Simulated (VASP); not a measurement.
# HgTe (F-43m) in VASP: further runs, part 2 of 2

VASP 6.6.1. Earlier steps stand in the parts before.

**3. Single point, PBE**

This run uses another cell than the first one, of 35.58 Å³/atom, 1.029 times its volume.

INCAR

```
SYSTEM = HgTe
PREC = Accurate
ENCUT = 520
EDIFF = 1E-6
ISMEAR = -1
SIGMA = 0.02
LREAL = .False.
LASPH = .True.
NELM = 100
ALGO = Normal
ISIF = 2
LWAVE = .False.
LCHARG = .False.
GGA = PE
NBANDS = 16
```

KPOINTS

```
Automatic mesh
0
Gamma
  6 6 6
  0 0 0
```

POSCAR

```
HgTe
1.0
    0.0000000000      3.2891578920      3.2891578920
    3.2891578920      0.0000000000      3.2891578920
    3.2891578920      3.2891578920      0.0000000000
Hg Te
1 1
Direct
    0.0000000000      0.0000000000      0.0000000000
    0.2500000000      0.2500000000      0.2500000000
```

Potentials or basis: VASP PAW PBE potentials, release 64 (Hg, Te).

Launch:

```console
cat potpaw_PBE.64/Hg/POTCAR potpaw_PBE.64/Te/POTCAR > POTCAR
mpirun -np 1 vasp_std > vasp.out
```

OUTCAR:

```text
SYSTEM = HgTe
   PREC = Accurate
   ENCUT = 520
   EDIFF = 1E-6
   ISMEAR = -1
   LREAL = .False.
   LASPH = .True.
   NELM = 100
   ISIF = 2
   GGA = PE

 ion  position               nearest neighbor table
   1  0.000  0.000  0.000-   2 2.85   2 2.85   2 2.85   2 2.85
   2  0.250  0.250  0.250-   1 2.85   1 2.85   1 2.85   1 2.85

  LATTYP: Found a face centered cubic cell.
 ALAT       =     6.5783157840

  Lattice vectors:

 A1 = (   0.0000000000,   3.2891578920,   3.2891578920)
 A2 = (   3.2891578920,   0.0000000000,   3.2891578920)
 A3 = (   3.2891578920,   3.2891578920,   0.0000000000)

Analysis of symmetry for initial positions (statically):
=====================================================================
 Subroutine PRICEL returns:
 Original cell was already a primitive cell.

 Routine SETGRP: Setting up the symmetry group for a
 face centered cubic supercell.

 Subroutine GETGRP returns: Found 24 space group operations
 (whereof 24 operations were pure point group operations)
 out of a pool of 48 trial point group operations.

The static configuration has the point symmetry T_d .

Analysis of symmetry for dynamics (positions and initial velocities):
=====================================================================
 Subroutine PRICEL returns:
 Original cell was already a primitive cell.

 Routine SETGRP: Setting up the symmetry group for a
 face centered cubic supercell.

 Subroutine GETGRP returns: Found 24 space group operations
 (whereof 24 operations were pure point group operations)
 out of a pool of 48 trial point group operations.

The dynamic configuration has the point symmetry T_d .

 Subroutine INISYM returns: Found 24 space group operations
 (whereof 24 operations are pure point group operations),
 and found     1 'primitive' translations

----------------------------------------------------------------------------------------

                                     Primitive cell

  volume of cell :      71.1679

  direct lattice vectors                    reciprocal lattice vectors
     0.000000000  3.289157892  3.289157892    -0.152014594  0.152014594  0.152014594
     3.289157892  0.000000000  3.289157892     0.152014594 -0.152014594  0.152014594
     3.289157892  3.289157892  0.000000000     0.152014594  0.152014594 -0.152014594

  length of vectors
     4.651571700  4.651571700  4.651571700     0.263296999  0.263296999  0.263296999

  position of ions in fractional coordinates (direct lattice)
     0.000000000  0.000000000  0.000000000
     0.250000000  0.250000000  0.250000000

  ion indices of the primitive-cell ions
   primitive index   ion index
                 1           1
                 2           2

----------------------------------------------------------------------------------------

 KPOINTS: Automatic mesh

Automatic generation of k-mesh.
 Grid dimensions read from file:
 generate k-points for:    6    6    6

 Generating k-lattice:

  Cartesian coordinates                     Fractional coordinates (reciprocal lattice)
    -0.025335766  0.025335766  0.025335766     0.166666667  0.000000000  0.000000000
     0.025335766 -0.025335766  0.025335766     0.000000000  0.166666667  0.000000000
     0.025335766  0.025335766 -0.025335766     0.000000000  0.000000000  0.166666667

  Length of vectors
     0.043882833  0.043882833  0.043882833

  Shift w.r.t. Gamma in fractional coordinates (k-lattice)
     0.000000000  0.000000000  0.000000000

 Subroutine IBZKPT returns following result:
 ===========================================

 Found     16 irreducible k-points:

 Following reciprocal coordinates:
            Coordinates               Weight
  0.000000  0.000000  0.000000      1.000000
  0.166667  0.000000  0.000000      8.000000
  0.333333  0.000000  0.000000      8.000000
  0.500000  0.000000  0.000000      4.000000
  0.166667  0.166667  0.000000      6.000000
  0.333333  0.166667  0.000000     24.000000
[... 8 lines left out ...]
 -0.333333  0.333333  0.166667     24.000000
 -0.333333  0.500000  0.166667     12.000000
   k-points           NKPTS =     16   k-points in BZ     NKDIM =     16   number of bands    NBANDS=     16
   number of dos      NEDOS =    301   number of ions     NIONS =      2
   total plane-waves  NPLWV =  46656
   dimension x,y,z NGX =    36 NGY =   36 NGZ =   36
   dimension x,y,z NGXF=    72 NGYF=   72 NGZF=   72
   ions per type =               1   1
   NGX,Y,Z   is equivalent  to a cutoff of  12.87, 12.87, 12.87 a.u.
   NGXF,Y,Z  is equivalent  to a cutoff of  25.73, 25.73, 25.73 a.u.
 SYSTEM =  HgTe
   PREC   = accura    normal or accurate (medium, high low for compatibility)
   ISTART =      0    job   : 0-new  1-cont  2-samecut
   ICHARG =      2    charge: 1-file 2-atom 10-const
   ISPIN  =      1    spin polarized calculation?
   LNONCOLLINEAR =      F non collinear calculations
   LSORBIT =      F    spin-orbit coupling
   LASPH  =      T    aspherical Exc in radial PAW
   ENCUT  =  520.0 eV  38.22 Ry    6.18 a.u.   8.65  8.65  8.65*2*pi/ulx,y,z
   NELM   =    100;   NELMIN=  2; NELMDL= -5     # of ELM steps
   EDIFF  = 0.1E-05   stopping-criterion for ELM
   LREAL  =      F    real-space projection
   EDIFFG = 0.1E-04   stopping-criterion for IOM
   NSW    =      0    number of steps for IOM
   IBRION =     -1    ionic relax: 0-MD 1-quasi-New 2-CG
   NFREE  =      0    steps in history (QN), initial steepest desc. (CG)
   ISIF   =      2    stress and relaxation
   ISYM   =      2    0-nonsym 1-usesym 2-fastsym
   POTIM  = 0.5000    time-step for ionic-motion
   TEBEG  =    0.0;   TEEND  =   0.0 temperature during run
   PSTRESS=    0.0 pullay stress
   NELECT =      18.0000    total number of electrons
   NUPDOWN=      -1.0000    fix difference up-down
   EMIN   =  10.00;   EMAX   =-10.00  energy-range for DOS
   EFERMI =   0.00;   METHOD = LEGACY
   ISMEAR =    -1;   SIGMA  =   0.02  broadening in eV -4-tet -1-fermi 0-gaus
   EFERMI_NEDOS =   21; number of points for ismear=-14 and -15
   IALGO  =     38    algorithm
   IMIX   =      4    mixing-type and parameters
     AMIX     =   0.40;   BMIX     =  1.00
     AMIX_MAG =   1.60;   BMIX_MAG =  1.00
  volume/ion in A,a.u.               =      35.58       240.13
  Fermi-wavevector in a.u.,A,eV,Ry     =   1.035311  1.956455 14.583669  1.071869
  Thomas-Fermi vector in A             =   2.169648
   LORBIT       =      0    0 simple, 1 ext, 2 COOP (PROOUT), +10 PAW based schemes
   GGA     = PE    functional components
   LHFCALC =     F    Hartree Fock is set to
   AEXX    =    0.0000 exact exchange contribution
   IVDW    =     0    specifies the selected vdW correction
   LEPSILON=     F    determine dielectric tensor
   LRPA    =     F    only Hartree local field effects (RPA)
 non-spin polarized calculation
  energy-cutoff  :      520.00
  volume of cell :       71.17
 maximum number of plane-waves:      1936
 NGX is ok and might be reduce to    36
   NGX = 17   NGY = 17   NGZ = 17

 number of electron      18.0000001 magnetization

 Free energy of the ion-electron system (eV)
  ---------------------------------------------------
  ext. energy  EPLUGINS =         0.00000000
  ---------------------------------------------------
  free energy    TOTEN  =        -3.63064192 eV

  energy without entropy =       -3.63028825  energy(sigma->0) =       -3.63046508

 E-fermi :   2.5739     XC(G=0):  -8.5023

 val. band max:        2.5600381711   @ k =   0.0000   0.0000   0.0000
 cond. band min:       3.2614443445   @ k =   0.5000   0.0000   0.0000
 fundamental gap:      0.7014061733
 Fermi energy:         2.5739017020

 k-point     1 :       0.0000    0.0000    0.0000
  band No.  band energies     occupation
      1      -9.0624      2.00000
      2      -4.5042      2.00000
      3      -4.5042      2.00000
      4      -4.5042      2.00000
      5      -4.0367      2.00000
      6      -4.0367      2.00000
[... 8 lines left out ...]
     15      12.0348      0.00000
     16      12.0348      0.00000
[... 267 lines left out ...]
 k-point    16 :      -0.3333    0.5000    0.1667
  band No.  band energies     occupation
      1      -8.3775      2.00000
      2      -4.3046      2.00000
      3      -4.2541      2.00000
      4      -4.1380      2.00000
      5      -4.0198      2.00000
      6      -3.5348      2.00000
[... 8 lines left out ...]
     15      13.2890      0.00000
     16      13.5437      0.00000

------------------------ aborting loop because EDIFF is reached ----------------------------------------

  FORCE on cell =-STRESS in cart. coord.  units (eV):
  Direction    XX          YY          ZZ          XY          YZ          ZX
  --------------------------------------------------------------------------------------
  -------------------------------------------------------------------------------------
  Total        0.5918026      0.5918026      0.5918026     -0.0000000      0.0000000     -0.0000000
  in kB       13.3230380     13.3230380     13.3230380     -0.0000000      0.0000000     -0.0000000
  external PRESSURE =      13.3230380 kB  Pullay stress =       0.0000000 kB

 VOLUME and BASIS-vectors are now :
 -----------------------------------------------------------------------------
  energy-cutoff  :      520.00
  volume of cell :       71.17
      direct lattice vectors                 reciprocal lattice vectors
     0.000000000  3.289157892  3.289157892    -0.152014594  0.152014594  0.152014594
     3.289157892  0.000000000  3.289157892     0.152014594 -0.152014594  0.152014594
     3.289157892  3.289157892  0.000000000     0.152014594  0.152014594 -0.152014594

 POSITION                                       TOTAL-FORCE (eV/Angst)
 -----------------------------------------------------------------------------------
      0.00000      0.00000      0.00000         0.000000      0.000000      0.000000
      1.64458      1.64458      1.64458        -0.000000     -0.000000     -0.000000
 -----------------------------------------------------------------------------------
    total drift:                               -0.000000     -0.000000     -0.000000

  FREE ENERGIE OF THE ION-ELECTRON SYSTEM (eV)
  ---------------------------------------------------
  free  energy   TOTEN  =        -3.6306419189 eV

  energy  without entropy=       -3.6302882478  energy(sigma->0) =       -3.63046508
```

OSZICAR:

```text
N       E                     dE             d eps       ncg     rms          rms(c)
DAV:   1     0.105072291379E+03    0.10507E+03   -0.78531E+03   512   0.960E+02
DAV:   2    -0.303794885235E-01   -0.10510E+03   -0.97611E+02   600   0.225E+02
DAV:   3    -0.380033859776E+01   -0.37700E+01   -0.37602E+01   608   0.442E+01
DAV:   4    -0.383707069270E+01   -0.36732E-01   -0.36730E-01   776   0.395E+00
DAV:   5    -0.383716452160E+01   -0.93829E-04   -0.93828E-04   648   0.190E-01    0.682E+00
DAV:   6    -0.363767698461E+01    0.19949E+00   -0.39170E-01   608   0.816E+00    0.547E+00
DAV:   7    -0.363108367740E+01    0.65933E-02   -0.91552E-02   568   0.203E+00    0.211E+00
DAV:   8    -0.363057076480E+01    0.51291E-03   -0.94479E-03   592   0.109E+00    0.478E-01
DAV:   9    -0.363059804206E+01   -0.27277E-04   -0.72706E-04   656   0.306E-01    0.105E-01
DAV:  10    -0.363062842429E+01   -0.30382E-04   -0.89711E-05   608   0.828E-02    0.463E-02
DAV:  11    -0.363064322064E+01   -0.14796E-04   -0.29515E-05   608   0.383E-02    0.268E-02
DAV:  12    -0.363064197704E+01    0.12436E-05   -0.33470E-06   584   0.129E-02    0.165E-02
DAV:  13    -0.363064191894E+01    0.58097E-07   -0.37854E-07   448   0.317E-03
   1 F= -.36306419E+01 E0= -.36304651E+01  d E =-.353671E-03
```

Wall time 30 s (1 thread of Intel Xeon Platinum 8488C (Sapphire Rapids), shared host); peak memory 0.21 GiB.

What came out:

| Item | Value |
| --- | --- |
| Free energy | -3.6306 eV |
| Pressure | 1.3 GPa |
| Band gap on the k mesh | zero (filled and empty bands touch) |

Caveat: spin-orbit coupling is left out, which moves the levels of the heavy elements.

**4. Single point, PBE**

This run uses another cell than the first one, of 36.79 Å³/atom, 1.064 times its volume.

INCAR

```
PREC = Accurate
ENCUT = 520
EDIFF = 1E-6
ISMEAR = -1
SIGMA = 0.02
LREAL = False
LASPH = True
NELM = 100
ALGO = Normal
ISIF = 2
LWAVE = False
LCHARG = False
GGA = PE
NBANDS = 16
```

KPOINTS

```
regular mesh
0
Gamma
  6 6 6
```

POSCAR

```
HgTe
1.0
    0.0000000000      3.3260107043      3.3260107043
    3.3260107043      0.0000000000      3.3260107043
    3.3260107043      3.3260107043      0.0000000000
Hg Te
1 1
Direct
    0.0000000000      0.0000000000      0.0000000000
    0.2500000000      0.2500000000      0.2500000000
```

Launch:

```console
cat potpaw_PBE.64/Hg/POTCAR potpaw_PBE.64/Te/POTCAR > POTCAR
mpirun -np 1 vasp_std > vasp.out
```

It took 24 s on 1 thread of Intel Xeon Platinum 8488C (Sapphire Rapids), shared host; peak memory 0.21 GiB.

The run converged. Its results:

```
Free energy            : -3.6415 eV
Pressure               : 0.1 GPa
Band gap on the k mesh : zero (filled and empty bands touch)
```

Levels at points of the mesh, in eV from the Fermi level:
| k point | band 7 | band 8 | band 9 | band 10 | band 11 | band 12 |
| --- | --- | --- | --- | --- | --- | --- |
| (0.00, 0.00, 0.00) | -0.94 | -0.01 | -0.01 | -0.01 | 4.36 | 4.36 |
| (0.50, 0.00, 0.00) | -4.96 | -0.84 | -0.84 | 0.68 | 5.09 | 5.09 |
| (0.50, 0.50, 0.00) | -5.00 | -1.94 | -1.94 | 1.89 | 2.69 | 7.91 |

Caveat: spin-orbit coupling is left out, which moves the levels of the heavy elements.

**5. Single point, PBE (volume changed by -3%)**

INCAR

```
SYSTEM = HgTe
  ALGO = Normal
  EDIFF = 1E-6
  ENCUT = 520
  GGA = PE
  ISIF = 2
  ISMEAR = -1
  LASPH = .True.
  LCHARG = .True.
  LELF = .True.
  LREAL = .False.
  LVHAR = .True.
  LWAVE = .False.
  NBANDS = 16
  NELM = 100
  PREC = Accurate
  SIGMA = 0.02
```

KPOINTS

```
k-points
0
Gamma
  6 6 6
  0 0 0
```

POSCAR

```
HgTe
1.0
    0.0000000000      3.2924123394      3.2924123394
    3.2924123394      0.0000000000      3.2924123394
    3.2924123394      3.2924123394      0.0000000000
Hg Te
1 1
Direct
    0.0000000000      0.0000000000      0.0000000000
    0.2500000000      0.2500000000      0.2500000000
```

Launch:

```console
cat potpaw_PBE.64/Hg/POTCAR potpaw_PBE.64/Te/POTCAR > POTCAR
mpirun -np 1 vasp_std > vasp.out
```

Wall time 38 s (1 thread of Intel Xeon Platinum 8488C (Sapphire Rapids), shared host); peak memory 0.21 GiB.

It converged, with:

| Property | Result |
| --- | --- |
| Free energy | -3.6324 eV |
| Pressure | 1.2 GPa |
| Band gap on the k mesh | zero (filled and empty bands touch) |

Levels at points of the mesh, in eV from the Fermi level:
```csv
k point,band 5,band 6,band 7,band 8,band 9,band 10,band 11,band 12,band 13,band 14
"(0.00, 0.00, 0.00)",-6.60,-6.60,-0.87,-0.01,-0.01,-0.01,4.31,4.31,4.31,6.49
"(0.50, 0.00, 0.00)",-6.58,-6.33,-5.15,-0.89,-0.89,0.69,5.07,5.07,6.83,7.78
"(0.50, 0.50, 0.00)",-6.54,-6.20,-5.15,-2.06,-2.06,1.90,2.62,8.01,8.62,8.62
```

Caveat: the cell differs from its parent crystal (volume changed by -3%); spin-orbit coupling is left out, which moves the levels of the heavy elements.

**6. Single point, PBE (volume changed by +3%)**

INCAR

```
SYSTEM = HgTe
PREC = Accurate
ENCUT = 520
EDIFF = 1E-6
ISMEAR = -1
SIGMA = 0.02
LREAL = .FALSE.
LASPH = .TRUE.
NELM = 60
ALGO = Normal
ISIF = 2
LWAVE = .FALSE.
LCHARG = .FALSE.
GGA = PE
NBANDS = 16
```

KPOINTS

```
Automatic mesh
0
G
  6 6 6
  0 0 0
```

POSCAR

```
HgTe
1.0
    0.0000000000      3.3589436451      3.3589436451
    3.3589436451      0.0000000000      3.3589436451
    3.3589436451      3.3589436451      0.0000000000
Hg Te
1 1
Direct
    0.0000000000      0.0000000000      0.0000000000
    0.2500000000      0.2500000000      0.2500000000
```

Potentials or basis: VASP PAW PBE potentials, release 64 (Hg, Te).

Launch:

```console
cat potpaw_PBE.64/Hg/POTCAR potpaw_PBE.64/Te/POTCAR > POTCAR
mpirun -np 1 vasp_std > vasp.out
```

Wall time 29 s (1 thread of Intel Xeon Platinum 8488C (Sapphire Rapids), shared host); peak memory 0.21 GiB.

Results (log left out):

```
Free energy            : -3.6363 eV
Pressure               : -0.9 GPa
Band gap on the k mesh : zero (filled and empty bands touch)
```

Levels at points of the mesh, in eV from the Fermi level:
```
           k point  band 7  band 8  band 9  band 10  band 11  band 12
(0.00, 0.00, 0.00)   -1.00   -0.01   -0.01    -0.01     4.40     4.40
(0.50, 0.00, 0.00)   -4.79   -0.79   -0.79     0.68     5.11     5.11
(0.50, 0.50, 0.00)   -4.85   -1.83   -1.83     1.89     2.76     7.82
```

Caveat: the cell differs from its parent crystal (volume changed by +3%); spin-orbit coupling is left out, which moves the levels of the heavy elements.

**7. The runs side by side**

```csv
cell,gap on the mesh (eV),pressure (GPa)
"a = 4.608 Å, angles 60.0°, 2 atoms",none,2.6
"a = 4.652 Å, angles 60.0°, 2 atoms",none,1.3
"a = 4.704 Å, angles 60.0°, 2 atoms",none,0.1
"a = 4.656 Å, angles 60.0°, 2 atoms",none,1.2
"a = 4.750 Å, angles 60.0°, 2 atoms",none,-0.9
```

Alike in all rows: task single point; level PBE; potentials or basis VASP PAW PBE potentials, release 64 (Hg, Te); no spin polarisation; k mesh 6 × 6 × 6; cutoff (eV) 520; smearing fermi-dirac 0.02 eV.

Caveats: spin-orbit coupling is left out, which moves the levels of the heavy elements.

Absolute energies hang on the potentials; compare differences alone.
